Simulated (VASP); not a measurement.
# BeZn2O3 (Cmc2_1) in VASP: relaxation of cell and atoms with PBE

Aim: the relaxation of cell and atoms of BeZn2O3 with PBE.

Program: VASP 6.6.1. These are calculated values, not measurements. Logs are shortened: lines on timing, memory, paths and dates and some standing lists are left out, and cuts for length are marked.

## 1. The cell of the first run

The structure is orthorhombic, space group Cmc2_1 (No. 36). The conventional cell has a = 9.287 Å, b = 5.349 Å, c = 4.921 Å, α = 90.00°, β = 90.00°, γ = 90.00°. Within 2.2 Å of Be (site symmetry m) lie 4 O at 1.66 to 1.69 Å. Zn (site symmetry 1) has 4 O at 1.99 to 2.01 Å within 2.6 Å. O (site symmetry 1) has 1 Be at 1.66 Å and 3 Zn at 2.00 to 2.01 Å within 2.2 Å. Within 2.2 Å of O (site symmetry m) lie 2 Be at 1.67 to 1.69 Å and 2 Zn at 1.99 Å.

## 2. Relaxation of cell and atoms, PBE

Input file INCAR:

```
SYSTEM = BeZn2O3
ALGO     = Normal         ! electronic algorithm
EDIFF    = 1E-7           ! SCF threshold, eV
EDIFFG   = -0.01          ! ionic threshold
ENCUT    = 600            ! plane-wave cutoff, eV
GGA      = PE             ! functional
GGA_COMPAT= .FALSE.      
IBRION   = 2              ! ionic algorithm
ISIF     = 3              ! what is computed and relaxed
ISMEAR   = 0              ! smearing method
LASPH    = .TRUE.         ! aspherical terms in the spheres
LCHARG   = .FALSE.        ! write CHGCAR
LREAL    = .FALSE.        ! projectors in reciprocal space
LWAVE    = .FALSE.        ! write WAVECAR
NELM     = 120            ! most SCF steps
NELMIN   = 4            
NSW      = 100            ! ionic steps
PREC     = Accurate       ! precision mode
SIGMA    = 0.02           ! smearing width, eV
```

Input file KPOINTS:

```
k-points
0
G
  6 6 6
  0 0 0
```

Input file POSCAR:

```
BeZn2O3
1.0
    4.6433463324     -2.6744354251      0.0000000000
    4.6433463324      2.6744354251      0.0000000000
    0.0000000000      0.0000000000      4.9214060166
Be Zn O
2 4 6
Direct
    0.8443308902      0.1556691098      0.9982213633
    0.1556691098      0.8443308902      0.4982213633
    0.4839412860      0.8356383323      0.0002999797
    0.8356383323      0.4839412860      0.5002999797
    0.5160587140      0.1643616677      0.5002999797
    0.1643616677      0.5160587140      0.0002999797
    0.8333403317      0.4592892792      0.0926208558
    0.5407107208      0.1666596683      0.0926208558
    0.1207806948      0.8792193052      0.1567369656
    0.4592892792      0.8333403317      0.5926208558
    0.1666596683      0.5407107208      0.5926208558
    0.8792193052      0.1207806948      0.6567369656
```

Potentials or basis: VASP PAW PBE potentials, release 64 (Be, Zn, O).

Command:

```bash
$ cat potpaw_PBE.64/Be/POTCAR potpaw_PBE.64/Zn/POTCAR potpaw_PBE.64/O/POTCAR > POTCAR
$ mpirun -np 1 vasp_std > vasp.out
```

OUTCAR:

```text
SYSTEM = BeZn2O3
   EDIFF = 1E-7
   EDIFFG = -0.01
   ENCUT = 600
   GGA = PE
   IBRION = 2
   ISIF = 3
   ISMEAR = 0
   LASPH = .TRUE.
   LREAL = .FALSE.
   NELM = 120
   NELMIN = 4
   NSW = 100
   PREC = Accurate

 ion  position               nearest neighbor table
   1  0.844  0.156  0.998-   7 1.66   8 1.66   9 1.67  12 1.69
   2  0.156  0.844  0.498-  10 1.66  11 1.66  12 1.67   9 1.69
   3  0.484  0.836  0.000-   9 1.99   8 2.00   7 2.00  10 2.01   6 2.97
   4  0.836  0.484  0.500-  12 1.99  11 2.00  10 2.00   7 2.01   5 2.97
   5  0.516  0.164  0.500-  12 1.99  10 2.00  11 2.00   8 2.01   4 2.97
   6  0.164  0.516  0.000-   9 1.99   7 2.00   8 2.00  11 2.01   3 2.97
   7  0.833  0.459  0.093-   1 1.66   6 2.00   3 2.00   4 2.01
   8  0.541  0.167  0.093-   1 1.66   3 2.00   6 2.00   5 2.01
   9  0.121  0.879  0.157-   1 1.67   2 1.69   3 1.99   6 1.99
  10  0.459  0.833  0.593-   2 1.66   5 2.00   4 2.00   3 2.01
  11  0.167  0.541  0.593-   2 1.66   4 2.00   5 2.00   6 2.01
  12  0.879  0.121  0.657-   2 1.67   1 1.69   4 1.99   5 1.99

  LATTYP: Found a base centered orthorhombic cell.
 ALAT       =     5.3488708502
 B/A-ratio  =     1.7361968395
 C/A-ratio  =     0.9200831642

  Lattice vectors:

 A1 = (  -4.6433463324,  -2.6744354251,   0.0000000000)
 A2 = (   4.6433463324,  -2.6744354251,   0.0000000000)
 A3 = (   0.0000000000,   0.0000000000,   4.9214060166)

Analysis of symmetry for initial positions (statically):
=====================================================================
 Subroutine PRICEL returns:
 Original cell was already a primitive cell.

 Routine SETGRP: Setting up the symmetry group for a
 base centered orthorhombic supercell.

 Subroutine GETGRP returns: Found  4 space group operations
 (whereof  2 operations were pure point group operations)
 out of a pool of  8 trial point group operations.

The static configuration has the point symmetry C_1h.
 The point group associated with its full space group is C_2v.

Analysis of symmetry for dynamics (positions and initial velocities):
=====================================================================
 Subroutine PRICEL returns:
 Original cell was already a primitive cell.

 Routine SETGRP: Setting up the symmetry group for a
 base centered orthorhombic supercell.

 Subroutine GETGRP returns: Found  4 space group operations
 (whereof  2 operations were pure point group operations)
 out of a pool of  8 trial point group operations.

The dynamic configuration has the point symmetry C_1h.
 The point group associated with its full space group is C_2v.
[... 128 lines left out ...]
   TEBEG  =    0.0;   TEEND  =   0.0 temperature during run
   PSTRESS=    0.0 pullay stress
   NELECT =      88.0000    total number of electrons
   NUPDOWN=      -1.0000    fix difference up-down
   EMIN   =  10.00;   EMAX   =-10.00  energy-range for DOS
   EFERMI =   0.00;   METHOD = LEGACY
   ISMEAR =     0;   SIGMA  =   0.02  broadening in eV -4-tet -1-fermi 0-gaus
   EFERMI_NEDOS =   21; number of points for ismear=-14 and -15
   IALGO  =     38    algorithm
   IMIX   =      4    mixing-type and parameters
     AMIX     =   0.40;   BMIX     =  1.00
     AMIX_MAG =   1.60;   BMIX_MAG =  1.00
  volume/ion in A,a.u.               =      10.19        68.74
  Fermi-wavevector in a.u.,A,eV,Ry     =   1.467264  2.772727 29.291488  2.152864
  Thomas-Fermi vector in A             =   2.582903
   LORBIT       =      0    0 simple, 1 ext, 2 COOP (PROOUT), +10 PAW based schemes
   GGA     = PE    functional components
   LHFCALC =     F    Hartree Fock is set to
   AEXX    =    0.0000 exact exchange contribution
   IVDW    =     0    specifies the selected vdW correction
   LEPSILON=     F    determine dielectric tensor
   LRPA    =     F    only Hartree local field effects (RPA)
 conjugate gradient relaxation of ions
 non-spin polarized calculation
 Gauss-broadening in eV      SIGMA  =   0.02
  energy-cutoff  :      600.00
  volume of cell :      122.23
 maximum number of plane-waves:      4111
 NGX is ok and might be reduce to    48
   NGX = 21   NGY = 21   NGZ = 19

--------------------------------------- Ionic step        1  -------------------------------------------

 number of electron      88.0000024 magnetization

 Free energy of the ion-electron system (eV)
  ---------------------------------------------------
  ext. energy  EPLUGINS =         0.00000000
  ---------------------------------------------------
  free energy    TOTEN  =       -63.87335586 eV

  energy without entropy =      -63.87335586  energy(sigma->0) =      -63.87335586

------------------------ aborting loop because EDIFF is reached ----------------------------------------

  FORCE on cell =-STRESS in cart. coord.  units (eV):
  Direction    XX          YY          ZZ          XY          YZ          ZX
  --------------------------------------------------------------------------------------
  -------------------------------------------------------------------------------------
  Total        0.5814626      0.6925162      0.5580975      0.0000000      0.0000000      0.0000000
  in kB        7.6216669      9.0773300      7.3154036      0.0000000      0.0000000      0.0000000
  external PRESSURE =       8.0048002 kB  Pullay stress =       0.0000000 kB
[... 171 lines left out ...]
--------------------------------------- Ionic step        5  -------------------------------------------

 number of electron      88.0000027 magnetization

 Free energy of the ion-electron system (eV)
  ---------------------------------------------------
  ext. energy  EPLUGINS =         0.00000000
  ---------------------------------------------------
  free energy    TOTEN  =       -63.87527524 eV

  energy without entropy =      -63.87527524  energy(sigma->0) =      -63.87527524

 E-fermi :   1.7026     XC(G=0): -11.0498

 val. band max:        1.5615860355   @ k =   0.0000   0.0000   0.0000
 cond. band min:       3.6082589750   @ k =   0.0000   0.0000   0.0000
 fundamental gap:      2.0466729395
 Fermi energy:         1.7025659521

 k-point     1 :       0.0000    0.0000    0.0000
  band No.  band energies     occupation
      1     -16.4385      2.00000
      2     -15.4360      2.00000
      3     -15.2254      2.00000
      4     -15.2178      2.00000
      5     -15.2001      2.00000
      6     -15.1846      2.00000
[... 1309 lines left out ...]
     51      10.5289      0.00000
     52      10.7576      0.00000

 [... further k-points ...]

------------------------ aborting loop because EDIFF is reached ----------------------------------------

  FORCE on cell =-STRESS in cart. coord.  units (eV):
  Direction    XX          YY          ZZ          XY          YZ          ZX
  --------------------------------------------------------------------------------------
  -------------------------------------------------------------------------------------
  Total       -0.0276145     -0.0017946     -0.0192440      0.0000000      0.0000000      0.0000000
  in kB       -0.3601263     -0.0234039     -0.2509646      0.0000000      0.0000000      0.0000000
  external PRESSURE =      -0.2114983 kB  Pullay stress =       0.0000000 kB
[... 27 lines left out ...]
  FREE ENERGIE OF THE ION-ELECTRON SYSTEM (eV)
  ---------------------------------------------------
  free  energy   TOTEN  =       -63.8752752399 eV

  energy  without entropy=      -63.8752752399  energy(sigma->0) =      -63.87527524

 reached required accuracy - stopping structural energy minimisation
```

CONTCAR:

```text
BeZn2O3
   1.00000000000000
     4.6504877748267948   -2.6799488375038130    0.0000000000000000
     4.6504877748267948    2.6799488375038130    0.0000000000000000
     0.0000000000000000    0.0000000000000000    4.9287655557275452
  Be              Zn              O
     2     4     6
Direct
     0.8444803001521700    0.1555196998478301    0.9982100515842652
     0.1555196998478301    0.8444803001521700    0.4982100515842652
     0.4839330554825882    0.8355806924940071    0.0002533357051805
     0.8355806924940071    0.4839330554825882    0.5002533357051806
     0.5160669445174119    0.1644193075059928    0.5002533357051806
     0.1644193075059928    0.5160669445174119    0.0002533357051805
     0.8334458861174258    0.4588814185075348    0.0924652447154747
     0.5411185814924653    0.1665541138825743    0.0924652447154747
     0.1204292371951175    0.8795707628048826    0.1571527874744243
     0.4588814185075348    0.8334458861174258    0.5924652447154747
     0.1665541138825743    0.5411185814924653    0.5924652447154747
     0.8795707628048826    0.1204292371951175    0.6571527874744243

  0.00000000E+00  0.00000000E+00  0.00000000E+00
  0.00000000E+00  0.00000000E+00  0.00000000E+00
  0.00000000E+00  0.00000000E+00  0.00000000E+00
  0.00000000E+00  0.00000000E+00  0.00000000E+00
  0.00000000E+00  0.00000000E+00  0.00000000E+00
  0.00000000E+00  0.00000000E+00  0.00000000E+00
  0.00000000E+00  0.00000000E+00  0.00000000E+00
  0.00000000E+00  0.00000000E+00  0.00000000E+00
  0.00000000E+00  0.00000000E+00  0.00000000E+00
  0.00000000E+00  0.00000000E+00  0.00000000E+00
  0.00000000E+00  0.00000000E+00  0.00000000E+00
  0.00000000E+00  0.00000000E+00  0.00000000E+00
```

It took 14 min on 1 thread of Intel Xeon 6975P-C (Granite Rapids), shared host; peak memory 0.52 GiB.

What came out:

| Quantity | Value |
| --- | --- |
| Free energy | -63.8753 eV |
| Relaxed volume | 10.24 Å³/atom |
| Relaxed cell | a = 5.367 Å, b = 5.367 Å, c = 4.929 Å, α = 90.00°, β = 90.00°, γ = 59.91° |
| Space group after relaxing (to 0.1 Å) | Cmc2_1 (No. 36) |
| Energy gained by relaxing | 0.2 meV/atom |
| Ionic steps | 5 |
| Pressure after relaxing | 0.0 GPa |
| Largest force after relaxing | 0.008 eV/Å |
| Band gap on the k mesh | 2.05 eV |

Forces on the atoms (eV/Å):
```
Be   0.000 -0.008  0.002
Be   0.000  0.008  0.002
Zn  -0.004 -0.003 -0.001
Zn  -0.004  0.003 -0.001
Zn   0.004  0.003 -0.001
Zn   0.004 -0.003 -0.001
O    0.001 -0.002 -0.003
O   -0.001 -0.002 -0.003
O    0.000  0.003  0.005
O    0.001  0.002 -0.003
O   -0.001  0.002 -0.003
O    0.000 -0.003  0.005
```

Step by step:
```
step  energy change (eV)  largest force (eV/Å)  pressure (GPa)  volume (Å³)
   1              0.0000                0.0592            0.80       122.23
   2             -0.0016                0.0149           -0.39       123.13
   3             -0.0019                0.0160           -0.03       122.87
   4             -0.0019                0.0150           -0.04       122.88
   5             -0.0019                0.0085           -0.02       122.86
```

Final structure:
```cif
data_structure
_symmetry_space_group_name_H-M 'P 1'
_symmetry_Int_Tables_number 1
_cell_length_a 5.3674
_cell_length_b 5.3674
_cell_length_c 4.9288
_cell_angle_alpha 90.000
_cell_angle_beta 90.000
_cell_angle_gamma 59.907
_cell_volume 122.86
loop_
_atom_site_label
_atom_site_type_symbol
_atom_site_fract_x
_atom_site_fract_y
_atom_site_fract_z
_atom_site_occupancy
Be1 Be 0.84448 0.15552 0.99821 1
Be2 Be 0.15552 0.84448 0.49821 1
Zn1 Zn 0.48393 0.83558 0.00025 1
Zn2 Zn 0.83558 0.48393 0.50025 1
Zn3 Zn 0.51607 0.16442 0.50025 1
Zn4 Zn 0.16442 0.51607 0.00025 1
O1 O 0.83345 0.45888 0.09247 1
O2 O 0.54112 0.16655 0.09247 1
O3 O 0.12043 0.87957 0.15715 1
O4 O 0.45888 0.83345 0.59247 1
O5 O 0.16655 0.54112 0.59247 1
O6 O 0.87957 0.12043 0.65715 1
```

Levels at points of the mesh, in eV from the valence-band top:
| k point | band 41 | band 42 | band 43 | band 44 | band 45 | band 46 | band 47 | band 48 |
| --- | --- | --- | --- | --- | --- | --- | --- | --- |
| (0.00, 0.00, 0.00) | -0.48 | -0.15 | -0.03 | 0.00 | 2.05 | 5.89 | 7.51 | 7.93 |
| (0.50, 0.00, 0.00) | -0.75 | -0.65 | -0.60 | -0.40 | 4.76 | 4.80 | 6.68 | 7.77 |
| (0.50, 0.50, 0.00) | -0.79 | -0.77 | -0.52 | -0.33 | 4.73 | 4.89 | 6.26 | 7.42 |
| (0.00, 0.00, 0.50) | -0.33 | -0.33 | -0.20 | -0.20 | 4.49 | 4.49 | 8.41 | 8.41 |
| (0.50, 0.00, 0.50) | -0.76 | -0.76 | -0.70 | -0.70 | 5.75 | 5.75 | 6.15 | 6.15 |
| (0.50, 0.50, 0.50) | -0.82 | -0.82 | -0.49 | -0.49 | 5.89 | 5.89 | 6.14 | 6.14 |
